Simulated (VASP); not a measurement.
# FeCo3 (Pm-3m) in VASP: single point with PBEsol

Aim: the single point of FeCo3 with PBEsol.

All numbers are computed with VASP 6.6.1; they aren't measurements. Logs are shortened: lines on timing, memory, paths and dates and some standing lists are left out, and cuts for length are marked.

## 1. The cell of the first run

Symmetry: Pm-3m, No. 221, cubic system. Conventional cell: a = 3.488 Å, b = 3.488 Å, c = 3.488 Å, α = 90.00°, β = 90.00°, γ = 90.00°. Fe (site symmetry m-3m) has 12 Co at 2.47 Å within 3.3 Å. Within 3.3 Å of Co (site symmetry 4/mmm) lie 4 Fe at 2.47 Å and 8 Co at 2.47 Å.

## 2. Single point, PBEsol, collinear spin, ferromagnetic start

Input file INCAR:

```
SYSTEM = FeCo3
ALGO     = Normal         ! electronic algorithm
EDIFF    = 1E-7           ! SCF threshold, eV
ENCUT    = 520            ! plane-wave cutoff, eV
GGA      = PS             ! functional
ISIF     = 2              ! what is computed and relaxed
ISMEAR   = 0              ! smearing method
ISPIN    = 2              ! spin polarisation
LASPH    = .TRUE.         ! aspherical terms in the spheres
LCHARG   = .FALSE.        ! write CHGCAR
LMAXMIX  = 4              ! l up to which the mixer works
LORBIT   = 11             ! projections on sites
LREAL    = .FALSE.        ! projectors in reciprocal space
LWAVE    = .FALSE.        ! write WAVECAR
MAGMOM   = 2.77 1.78 1.78 1.78 ! initial moments
NBANDS   = 30             ! bands
NELM     = 150            ! most SCF steps
PREC     = Accurate       ! precision mode
SIGMA    = 0.15           ! smearing width, eV
```

Input file KPOINTS:

```
k-points
0
G
  14 14 14
  0 0 0
```

Input file POSCAR:

```
FeCo3
1.0
    3.4876517781      0.0000000000      0.0000000000
    0.0000000000      3.4876517781      0.0000000000
    0.0000000000      0.0000000000      3.4876517781
Fe Co
1 3
Direct
    0.0000000000      0.0000000000      0.0000000000
    0.5000000000      0.5000000000      0.0000000000
    0.5000000000      0.0000000000      0.5000000000
    0.0000000000      0.5000000000      0.5000000000
```

Potentials or basis: VASP PAW PBE potentials, release 64 (Fe, Co).

The run is started by

```console
> cat potpaw_PBE.64/Fe/POTCAR potpaw_PBE.64/Co/POTCAR > POTCAR
> mpirun -np 1 vasp_std > vasp.out
```

OUTCAR:

```text
SYSTEM = FeCo3
   EDIFF = 1E-7
   ENCUT = 520
   GGA = PS
   ISIF = 2
   ISMEAR = 0
   ISPIN = 2
   LASPH = .TRUE.
   LORBIT = 11
   LREAL = .FALSE.
   NELM = 150
   PREC = Accurate

 ion  position               nearest neighbor table
   1  0.000  0.000  0.000-   2 2.47   3 2.47   4 2.47   3 2.47   4 2.47   2 2.47   4 2.47   4 2.47
                             2 2.47   3 2.47   3 2.47   2 2.47
   2  0.500  0.500  0.000-   1 2.47   3 2.47   4 2.47   3 2.47   4 2.47   1 2.47   3 2.47   3 2.47
                             1 2.47   4 2.47   4 2.47   1 2.47
   3  0.500  0.000  0.500-   1 2.47   2 2.47   4 2.47   1 2.47   2 2.47   2 2.47   4 2.47   2 2.47
                             1 2.47   4 2.47   1 2.47   4 2.47
   4  0.000  0.500  0.500-   1 2.47   2 2.47   3 2.47   1 2.47   2 2.47   1 2.47   3 2.47   1 2.47
                             2 2.47   3 2.47   2 2.47   3 2.47

  LATTYP: Found a simple cubic cell.
 ALAT       =     3.4876517781

  Lattice vectors:

 A1 = (   3.4876517781,   0.0000000000,   0.0000000000)
 A2 = (   0.0000000000,   3.4876517781,   0.0000000000)
 A3 = (   0.0000000000,   0.0000000000,   3.4876517781)

Analysis of symmetry for initial positions (statically):
=====================================================================
 Subroutine PRICEL returns:
 Original cell was already a primitive cell.

 Routine SETGRP: Setting up the symmetry group for a
 simple cubic supercell.

 Subroutine GETGRP returns: Found 48 space group operations
 (whereof 48 operations were pure point group operations)
 out of a pool of 48 trial point group operations.

The static configuration has the point symmetry O_h .

Analysis of symmetry for dynamics (positions and initial velocities):
=====================================================================
 Subroutine PRICEL returns:
 Original cell was already a primitive cell.

 Routine SETGRP: Setting up the symmetry group for a
 simple cubic supercell.

 Subroutine GETGRP returns: Found 48 space group operations
 (whereof 48 operations were pure point group operations)
 out of a pool of 48 trial point group operations.

The dynamic configuration has the point symmetry O_h .

Analysis of structural, dynamic, and magnetic symmetry:
=====================================================================
 Subroutine PRICEL returns:
 Original cell was already a primitive cell.

 Routine SETGRP: Setting up the symmetry group for a
 simple cubic supercell.

 Subroutine GETGRP returns: Found 48 space group operations
 (whereof 48 operations were pure point group operations)
 out of a pool of 48 trial point group operations.

The overall configuration has the point symmetry O_h .

 Subroutine INISYM returns: Found 48 space group operations
 (whereof 48 operations are pure point group operations),
 and found     1 'primitive' translations

----------------------------------------------------------------------------------------

                                     Primitive cell

  volume of cell :      42.4228

  direct lattice vectors                    reciprocal lattice vectors
     3.487651778  0.000000000  0.000000000     0.286725873  0.000000000  0.000000000
     0.000000000  3.487651778  0.000000000     0.000000000  0.286725873  0.000000000
     0.000000000  0.000000000  3.487651778     0.000000000  0.000000000  0.286725873

  length of vectors
     3.487651778  3.487651778  3.487651778     0.286725873  0.286725873  0.286725873

  position of ions in fractional coordinates (direct lattice)
     0.000000000  0.000000000  0.000000000
     0.500000000  0.500000000  0.000000000
     0.500000000  0.000000000  0.500000000
     0.000000000  0.500000000  0.500000000

  ion indices of the primitive-cell ions
   primitive index   ion index
                 1           1
                 2           2
                 3           3
                 4           4

----------------------------------------------------------------------------------------

 KPOINTS: k-points

Automatic generation of k-mesh.
 Grid dimensions read from file:
 generate k-points for:   14   14   14

 Generating k-lattice:

  Cartesian coordinates                     Fractional coordinates (reciprocal lattice)
     0.020480419  0.000000000  0.000000000     0.071428571  0.000000000  0.000000000
     0.000000000  0.020480419  0.000000000     0.000000000  0.071428571  0.000000000
     0.000000000  0.000000000  0.020480419     0.000000000  0.000000000  0.071428571

  Length of vectors
     0.020480419  0.020480419  0.020480419

  Shift w.r.t. Gamma in fractional coordinates (k-lattice)
     0.000000000  0.000000000  0.000000000

 Subroutine IBZKPT returns following result:
 ===========================================

 Found    120 irreducible k-points:

 Following reciprocal coordinates:
            Coordinates               Weight
  0.000000  0.000000  0.000000      1.000000
  0.071429  0.000000  0.000000      6.000000
  0.142857  0.000000  0.000000      6.000000
  0.214286  0.000000  0.000000      6.000000
  0.285714  0.000000  0.000000      6.000000
  0.357143  0.000000  0.000000      6.000000
[... 16 lines left out ...]
  0.285714  0.214286  0.000000     24.000000
  0.357143  0.214286  0.000000     24.000000
 [... further k-points ...]
   k-points           NKPTS =    120   k-points in BZ     NKDIM =    120   number of bands    NBANDS=     30
   number of dos      NEDOS =    301   number of ions     NIONS =      4
   total plane-waves  NPLWV =  21952
   dimension x,y,z NGX =    28 NGY =   28 NGZ =   28
   dimension x,y,z NGXF=    56 NGYF=   56 NGZF=   56
   ions per type =               1   3
   NGX,Y,Z   is equivalent  to a cutoff of  13.35, 13.35, 13.35 a.u.
   NGXF,Y,Z  is equivalent  to a cutoff of  26.69, 26.69, 26.69 a.u.
 SYSTEM =  FeCo3
   PREC   = accura    normal or accurate (medium, high low for compatibility)
   ISTART =      0    job   : 0-new  1-cont  2-samecut
   ICHARG =      2    charge: 1-file 2-atom 10-const
   ISPIN  =      2    spin polarized calculation?
   LNONCOLLINEAR =      F non collinear calculations
   LSORBIT =      F    spin-orbit coupling
   LASPH  =      T    aspherical Exc in radial PAW
   ENCUT  =  520.0 eV  38.22 Ry    6.18 a.u.   6.48  6.48  6.48*2*pi/ulx,y,z
   NELM   =    150;   NELMIN=  2; NELMDL= -5     # of ELM steps
   EDIFF  = 0.1E-06   stopping-criterion for ELM
   LREAL  =      F    real-space projection
   EDIFFG = 0.1E-05   stopping-criterion for IOM
   NSW    =      0    number of steps for IOM
   IBRION =     -1    ionic relax: 0-MD 1-quasi-New 2-CG
   NFREE  =      0    steps in history (QN), initial steepest desc. (CG)
   ISIF   =      2    stress and relaxation
   ISYM   =      2    0-nonsym 1-usesym 2-fastsym
   POTIM  = 0.5000    time-step for ionic-motion
   TEBEG  =    0.0;   TEEND  =   0.0 temperature during run
   PSTRESS=    0.0 pullay stress
   NELECT =      35.0000    total number of electrons
   NUPDOWN=      -1.0000    fix difference up-down
   EMIN   =  10.00;   EMAX   =-10.00  energy-range for DOS
   EFERMI =   0.00;   METHOD = LEGACY
   ISMEAR =     0;   SIGMA  =   0.15  broadening in eV -4-tet -1-fermi 0-gaus
   EFERMI_NEDOS =   21; number of points for ismear=-14 and -15
   IALGO  =     38    algorithm
   IMIX   =      4    mixing-type and parameters
     AMIX     =   0.40;   BMIX     =  1.00
     AMIX_MAG =   1.60;   BMIX_MAG =  1.00
  volume/ion in A,a.u.               =      10.61        71.57
  Fermi-wavevector in a.u.,A,eV,Ry     =   1.535434  2.901549 32.076505  2.357557
  Thomas-Fermi vector in A             =   2.642223
   LORBIT       =     11    0 simple, 1 ext, 2 COOP (PROOUT), +10 PAW based schemes
   GGA     = PS    functional components
   LHFCALC =     F    Hartree Fock is set to
   AEXX    =    0.0000 exact exchange contribution
   IVDW    =     0    specifies the selected vdW correction
   LEPSILON=     F    determine dielectric tensor
   LRPA    =     F    only Hartree local field effects (RPA)
 spin polarized calculation
 Gauss-broadening in eV      SIGMA  =   0.15
  energy-cutoff  :      520.00
  volume of cell :       42.42
 maximum number of plane-waves:      1189
 NGX is ok and might be reduce to    28
   NGX = 13   NGY = 13   NGZ = 13

 number of electron      34.9999974 magnetization       7.2093390

 Free energy of the ion-electron system (eV)
  ---------------------------------------------------
  ext. energy  EPLUGINS =         0.00000000
  ---------------------------------------------------
  free energy    TOTEN  =       -32.05413008 eV

  energy without entropy =      -32.00566323  energy(sigma->0) =      -32.02989666

 E-fermi :   9.4179     XC(G=0): -13.6988

 val. band max:        9.4176796710   @ k =   0.5000   0.1429   0.1429
 cond. band min:       9.4194009682   @ k =   0.3571   0.2857   0.1429
 fundamental gap:      0.0017212972
 Fermi energy:         9.4178683483

 spin component 1

 k-point     1 :       0.0000    0.0000    0.0000
  band No.  band energies     occupation
      1       0.3130      1.00000
      2       3.9876      1.00000
      3       3.9876      1.00000
      4       4.1342      1.00000
      5       4.7335      1.00000
      6       4.7335      1.00000
[... 757 lines left out ...]
     28      22.0799      0.00000
     29      24.0146      0.00000

 [... further k-points ...]

 spin component 2

 k-point     1 :       0.0000    0.0000    0.0000
  band No.  band energies     occupation
      1       0.4661      1.00000
      2       5.2862      1.00000
      3       5.3310      1.00000
      4       5.3310      1.00000
      5       6.0749      1.00000
      6       6.0749      1.00000
[... 757 lines left out ...]
     28      22.7135      0.00000
     29      24.6161      0.00000

 [... further k-points ...]

 [bands above 29 left out]

------------------------ aborting loop because EDIFF is reached ----------------------------------------

  FORCE on cell =-STRESS in cart. coord.  units (eV):
  Direction    XX          YY          ZZ          XY          YZ          ZX
  --------------------------------------------------------------------------------------
  -------------------------------------------------------------------------------------
  Total       -0.0883040     -0.0883040     -0.0883040      0.0000000      0.0000000     -0.0000000
  in kB       -3.3349694     -3.3349694     -3.3349694      0.0000000      0.0000000     -0.0000000
  external PRESSURE =      -3.3349694 kB  Pullay stress =       0.0000000 kB

 VOLUME and BASIS-vectors are now :
 -----------------------------------------------------------------------------
  energy-cutoff  :      520.00
  volume of cell :       42.42
      direct lattice vectors                 reciprocal lattice vectors
     3.487651778  0.000000000  0.000000000     0.286725873  0.000000000  0.000000000
     0.000000000  3.487651778  0.000000000     0.000000000  0.286725873  0.000000000
     0.000000000  0.000000000  3.487651778     0.000000000  0.000000000  0.286725873

 POSITION                                       TOTAL-FORCE (eV/Angst)
 -----------------------------------------------------------------------------------
      0.00000      0.00000      0.00000         0.000000      0.000000      0.000000
      1.74383      1.74383      0.00000         0.000000      0.000000      0.000000
      1.74383      0.00000      1.74383         0.000000      0.000000      0.000000
      0.00000      1.74383      1.74383         0.000000      0.000000      0.000000
 -----------------------------------------------------------------------------------
    total drift:                                0.000000      0.000000      0.000000

  FREE ENERGIE OF THE ION-ELECTRON SYSTEM (eV)
  ---------------------------------------------------
  free  energy   TOTEN  =       -32.0541300804 eV

  energy  without entropy=      -32.0056632325  energy(sigma->0) =      -32.02989666

 total charge

# of ion       s       p       d       tot
------------------------------------------
    1        0.505   0.569   6.246   7.320
    2        0.508   0.559   7.284   8.350
    3        0.508   0.559   7.284   8.350
    4        0.508   0.559   7.284   8.350
--------------------------------------------------
tot          2.029   2.245  28.098  32.371

 magnetization (x)

# of ion       s       p       d       tot
------------------------------------------
    1       -0.005  -0.034   2.540   2.502
    2       -0.018  -0.048   1.634   1.568
    3       -0.018  -0.048   1.634   1.568
    4       -0.018  -0.048   1.634   1.568
--------------------------------------------------
tot         -0.059  -0.178   7.441   7.204
```

It took 13 min on 1 thread of Intel Xeon 8259CL, shared host; peak memory 0.35 GiB.

Results:

```
Free energy                                           : -32.0541 eV
Pressure                                              : -0.3 GPa
Net moment                                            : 7.21 μB per cell
Site moments                                          : Fe +2.50; Co +1.57 μB
Valence electrons inside the program's atomic spheres : Fe 7.32; Co 8.35
```

Caveat: the PAW data sets were made with another functional, which shifts forces and pressure a little.
